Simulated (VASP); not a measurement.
# InGaAs2 (P-4m2) in VASP: further runs

The runs below take InGaAs2 through single point, with PBEsol.

Program: VASP 6.6.1. These are calculated values, not measurements. Logs are shortened: lines on timing, memory, paths and dates and some standing lists are left out, and cuts for length are marked.

## 1. The cell of the first run

Symmetry: P-4m2, No. 115, tetragonal system. The conventional cell has a = 4.151 Å, b = 4.151 Å, c = 11.739 Å, α = 90.00°, β = 90.00°, γ = 90.00°. Within 3.4 Å of In (site symmetry 2mm) lie 4 As at 2.54 Å. Ga (site symmetry 2mm) has 4 As at 2.54 Å within 3.4 Å. As (site symmetry -4m2) has 4 In at 2.54 Å within 3.4 Å. Within 3.4 Å of As (site symmetry 2mm) lie 2 In at 2.54 Å and 2 Ga at 2.54 Å. Within 3.4 Å of As (site symmetry -4m2) lie 4 Ga at 2.54 Å.

## 2. Single point, PBEsol

File INCAR:

```
SYSTEM = InGaAs2
ALGO = Normal ; EDIFF = 1E-7
ENCUT = 520 ; GGA = PS
ISIF = 2 ; ISMEAR = 0
LASPH = .True. ; LCHARG = .False.
LREAL = .False. ; LWAVE = .False.
NBANDS = 46 ; NELM = 80
PREC = Accurate ; SIGMA = 0.01
```

File KPOINTS:

```
k-points
0
Gamma
  8 8 3
  0 0 0
```

File POSCAR:

```
InGaAs2
1.0
    4.1505046735      0.0000000000      0.0000000000
    0.0000000000      4.1505046735      0.0000000000
    0.0000000000      0.0000000000     11.7394000000
In Ga As
2 2 4
Direct
    0.0000000000      0.0000000000      0.0000000000
    0.5000000000      0.5000000000      0.2500000000
    0.0000000000      0.0000000000      0.5000000000
    0.5000000000      0.5000000000      0.7500000000
    0.5000000000      0.0000000000      0.1250000000
    0.0000000000      0.5000000000      0.3750000000
    0.5000000000      0.0000000000      0.6250000000
    0.0000000000      0.5000000000      0.8750000000
```

Potentials or basis: VASP PAW PBE potentials, release 64 (In_d, Ga_d, As).

Run with:

```bash
cat potpaw_PBE.64/In_d/POTCAR potpaw_PBE.64/Ga_d/POTCAR potpaw_PBE.64/As/POTCAR > POTCAR
mpirun -np 1 vasp_std > vasp.out
```

OUTCAR:

```text
SYSTEM = InGaAs2
   EDIFF = 1E-7
   ENCUT = 520
   GGA = PS
   ISIF = 2
   ISMEAR = 0
   LASPH = .True.
   LREAL = .False.
   NELM = 80
   PREC = Accurate

 ion  position               nearest neighbor table
   1  0.000  0.000  0.000-   5 2.54   8 2.54   8 2.54   5 2.54
   2  0.500  0.500  0.250-   5 2.54   6 2.54   5 2.54   6 2.54
   3  0.000  0.000  0.500-   6 2.54   7 2.54   6 2.54   7 2.54
   4  0.500  0.500  0.750-   7 2.54   8 2.54   7 2.54   8 2.54
   5  0.500  0.000  0.125-   1 2.54   2 2.54   2 2.54   1 2.54
   6  0.000  0.500  0.375-   2 2.54   3 2.54   3 2.54   2 2.54
   7  0.500  0.000  0.625-   3 2.54   4 2.54   4 2.54   3 2.54
   8  0.000  0.500  0.875-   1 2.54   4 2.54   1 2.54   4 2.54

  LATTYP: Found a simple tetragonal cell.
 ALAT       =     4.1505046735
 C/A-ratio  =     2.8284271248

  Lattice vectors:

 A1 = (   4.1505046735,   0.0000000000,   0.0000000000)
 A2 = (   0.0000000000,   4.1505046735,   0.0000000000)
 A3 = (   0.0000000000,   0.0000000000,  11.7394000000)

Analysis of symmetry for initial positions (statically):
=====================================================================
 Subroutine PRICEL returns:
 Original cell was already a primitive cell.

 Routine SETGRP: Setting up the symmetry group for a
 simple tetragonal supercell.

 Subroutine GETGRP returns: Found  8 space group operations
 (whereof  4 operations were pure point group operations)
 out of a pool of 16 trial point group operations.

The static configuration has the point symmetry C_2v.
 The point group associated with its full space group is D_2d.

Analysis of symmetry for dynamics (positions and initial velocities):
=====================================================================
 Subroutine PRICEL returns:
 Original cell was already a primitive cell.

 Routine SETGRP: Setting up the symmetry group for a
 simple tetragonal supercell.

 Subroutine GETGRP returns: Found  8 space group operations
 (whereof  4 operations were pure point group operations)
 out of a pool of 16 trial point group operations.

The dynamic configuration has the point symmetry C_2v.
 The point group associated with its full space group is D_2d.

 Subroutine INISYM returns: Found  8 space group operations
 (whereof  4 operations are pure point group operations),
 and found     1 'primitive' translations

----------------------------------------------------------------------------------------

                                     Primitive cell
[... 109 lines left out ...]
   ISIF   =      2    stress and relaxation
   ISYM   =      2    0-nonsym 1-usesym 2-fastsym
   POTIM  = 0.5000    time-step for ionic-motion
   TEBEG  =    0.0;   TEEND  =   0.0 temperature during run
   PSTRESS=    0.0 pullay stress
   NELECT =      72.0000    total number of electrons
   NUPDOWN=      -1.0000    fix difference up-down
   EMIN   =  10.00;   EMAX   =-10.00  energy-range for DOS
   EFERMI =   0.00;   METHOD = LEGACY
   ISMEAR =     0;   SIGMA  =   0.01  broadening in eV -4-tet -1-fermi 0-gaus
   EFERMI_NEDOS =   21; number of points for ismear=-14 and -15
   IALGO  =     38    algorithm
   IMIX   =      4    mixing-type and parameters
     AMIX     =   0.40;   BMIX     =  1.00
     AMIX_MAG =   1.60;   BMIX_MAG =  1.00
  volume/ion in A,a.u.               =      25.28       170.59
  Fermi-wavevector in a.u.,A,eV,Ry     =   1.160299  2.192646 18.317425  1.346293
  Thomas-Fermi vector in A             =   2.296882
   LORBIT       =      0    0 simple, 1 ext, 2 COOP (PROOUT), +10 PAW based schemes
   GGA     = PS    functional components
   LHFCALC =     F    Hartree Fock is set to
   AEXX    =    0.0000 exact exchange contribution
   IVDW    =     0    specifies the selected vdW correction
   LEPSILON=     F    determine dielectric tensor
   LRPA    =     F    only Hartree local field effects (RPA)
 non-spin polarized calculation
 Gauss-broadening in eV      SIGMA  =   0.01
  energy-cutoff  :      520.00
  volume of cell :      202.23
 maximum number of plane-waves:      5480
 NGX is ok and might be reduce to    32
   NGX = 15   NGY = 15   NGZ = 43

 number of electron      71.9999964 magnetization

 Free energy of the ion-electron system (eV)
  ---------------------------------------------------
  ext. energy  EPLUGINS =         0.00000000
  ---------------------------------------------------
  free energy    TOTEN  =       -34.68713796 eV

  energy without entropy =      -34.68706238  energy(sigma->0) =      -34.68710017

 E-fermi :   4.0768     XC(G=0):  -9.4798

 val. band max:        4.0753261613   @ k =   0.0000   0.0000   0.0000
 cond. band min:       4.8750660797   @ k =   0.5000   0.0000   0.0000
 fundamental gap:      0.7997399184
 Fermi energy:         4.0767649391

 k-point     1 :       0.0000    0.0000    0.0000
  band No.  band energies     occupation
      1     -10.6830      2.00000
      2     -10.6422      2.00000
      3     -10.6063      2.00000
      4     -10.6063      2.00000
      5     -10.5990      2.00000
      6     -10.5896      2.00000
[... 1165 lines left out ...]
     45       9.3481      0.00000
     46       9.3533      0.00000

 [... further k-points ...]

------------------------ aborting loop because EDIFF is reached ----------------------------------------

  FORCE on cell =-STRESS in cart. coord.  units (eV):
  Direction    XX          YY          ZZ          XY          YZ          ZX
  --------------------------------------------------------------------------------------
  -------------------------------------------------------------------------------------
  Total        1.4612528      1.4612528      1.3458781      0.0000000      0.0000000      0.0000000
  in kB       11.5767918     11.5767918     10.6627345      0.0000000      0.0000000      0.0000000
  external PRESSURE =      11.2721060 kB  Pullay stress =       0.0000000 kB

 VOLUME and BASIS-vectors are now :
 -----------------------------------------------------------------------------
  energy-cutoff  :      520.00
  volume of cell :      202.23
      direct lattice vectors                 reciprocal lattice vectors
     4.150504674  0.000000000  0.000000000     0.240934556  0.000000000  0.000000000
     0.000000000  4.150504674  0.000000000     0.000000000  0.240934556  0.000000000
     0.000000000  0.000000000 11.739400000     0.000000000  0.000000000  0.085183229

 POSITION                                       TOTAL-FORCE (eV/Angst)
 -----------------------------------------------------------------------------------
      0.00000      0.00000      0.00000         0.000000      0.000000     -0.086696
      2.07525      2.07525      2.93485         0.000000      0.000000      0.086696
      0.00000      0.00000      5.86970         0.000000      0.000000      0.064421
      2.07525      2.07525      8.80455         0.000000      0.000000     -0.064421
      2.07525      0.00000      1.46742         0.000000      0.000000      0.000000
      0.00000      2.07525      4.40227         0.000000      0.000000      1.335691
      2.07525      0.00000      7.33713         0.000000      0.000000      0.000000
      0.00000      2.07525     10.27197         0.000000      0.000000     -1.335691
 -----------------------------------------------------------------------------------
    total drift:                                0.000000      0.000000     -0.000000

  FREE ENERGIE OF THE ION-ELECTRON SYSTEM (eV)
  ---------------------------------------------------
  free  energy   TOTEN  =       -34.6871379578 eV

  energy  without entropy=      -34.6870623803  energy(sigma->0) =      -34.68710017
```

stdout:

```text
POSCAR found type information on POSCAR InGaAs
 POSCAR found :  3 types and       8 ions
 scaLAPACK will be used
 -----------------------------------------------------------------------------
|                                                                             |
|                                                                             |
|     You enforced a specific xc type in the INCAR file but a different       |
|     I HOPE YOU KNOW WHAT YOU ARE DOING!                                     |
|                                                                             |
 -----------------------------------------------------------------------------

 LDA part: xc-table for (Slater+PW92), standard interpolation
 POSCAR, INCAR and KPOINTS ok, starting setup
 FFT: planning ... GRIDC
 FFT: planning ... GRID_SOFT
 FFT: planning ... GRID
 WAVECAR not read
 entering main loop
```

Wall time 6.5 min (1 thread of Intel Xeon Platinum 8259CL at 2.50GHz (Skylake/Cascade Lake), shared host); peak memory 0.46 GiB.

Results:

| Quantity | Value |
| --- | --- |
| Free energy | -34.6871 eV |
| Pressure | 1.1 GPa |
| Largest force | 1.336 eV/Å |
| Band gap on the k mesh | zero (filled and empty bands touch) |

Forces on the atoms (eV/Å):
```
In   0.000  0.000 -0.087
In   0.000  0.000  0.087
Ga   0.000  0.000  0.064
Ga   0.000  0.000 -0.064
As   0.000  0.000  0.000
As   0.000  0.000  1.336
As   0.000  0.000  0.000
As   0.000  0.000 -1.336
```

Stress tensor (GPa, compression positive):
```
1.16 0.00 0.00
0.00 1.16 0.00
0.00 0.00 1.07
```

Caveat: semilocal functionals underestimate gaps, so a narrow gap can read as zero; the PAW data sets were made with another functional, which shifts forces and pressure a little; spin-orbit coupling is left out, which moves the levels of the heavy elements.

## 3. Single point, PBEsol

This run uses another cell than the first one, of 25.39 Å³/atom.

File INCAR:

```
SYSTEM = InGaAs2
  ALGO = Normal
  EDIFF = 1E-6
  ENCUT = 520
  GGA = PS
  ISIF = 2
  ISMEAR = 0
  LASPH = .TRUE.
  LCHARG = .FALSE.
  LREAL = .FALSE.
  LWAVE = .FALSE.
  NBANDS = 46
  NELM = 80
  PREC = Accurate
  SIGMA = 0.01
```

File KPOINTS:

```
k-points
0
G
  8 8 3
  0 0 0
```

File POSCAR:

```
InGaAs2
1.0
    4.1505046735      0.0000000000      0.0000000000
    0.0000000000      4.1505046735      0.0000000000
    0.0000000000      0.0000000000     11.7912590687
In Ga As
2 2 4
Direct
    0.0000000000      0.0000000000     -0.0089155915
    0.5000000000      0.5000000000      0.2589155915
    0.0000000000      0.0000000000      0.5089025478
    0.5000000000      0.5000000000      0.7410974522
    0.5000000000      0.0000000000      0.1250000000
    0.0000000000      0.5000000000      0.3938761454
    0.5000000000      0.0000000000      0.6250000000
    0.0000000000      0.5000000000      0.8561238546
```

Potentials or basis: VASP PAW PBE potentials, release 64 (In_d, Ga_d, As).

Run with:

```bash
cat potpaw_PBE.64/In_d/POTCAR potpaw_PBE.64/Ga_d/POTCAR potpaw_PBE.64/As/POTCAR > POTCAR
mpirun -np 1 vasp_std > vasp.out
```

Run time: 5.4 min. Hardware: 1 thread of Intel Xeon Platinum 8259CL at 2.50GHz (Skylake/Cascade Lake), shared host; peak memory 0.46 GiB.

It converged, with:

```
Free energy            : -35.0013 eV
Pressure               : 0.0 GPa
Band gap on the k mesh : zero (filled and empty bands touch)
```

Stress tensor (GPa, compression positive):
```
-0.02  0.00  0.00
 0.00 -0.02  0.00
 0.00  0.00  0.10
```

Levels at points of the mesh, in eV from the Fermi level:
| k point | band 32 | band 33 | band 34 | band 35 | band 36 | band 37 | band 38 | band 39 | band 40 | band 41 |
| --- | --- | --- | --- | --- | --- | --- | --- | --- | --- | --- |
| (0.00, 0.00, 0.00) | -1.45 | -1.45 | -0.15 | -0.12 | 0.00 | 0.00 | 1.25 | 1.36 | 2.14 | 2.26 |
| (0.50, 0.00, 0.00) | -1.46 | -1.10 | -1.09 | -0.82 | -0.78 | 0.72 | 0.74 | 2.51 | 2.52 | 4.45 |
| (0.50, 0.50, 0.00) | -3.13 | -2.51 | -2.50 | -2.50 | -2.50 | 1.37 | 1.37 | 1.74 | 1.74 | 4.26 |

Caveat: semilocal functionals underestimate gaps, so a narrow gap can read as zero; the PAW data sets were made with another functional, which shifts forces and pressure a little; spin-orbit coupling is left out, which moves the levels of the heavy elements.
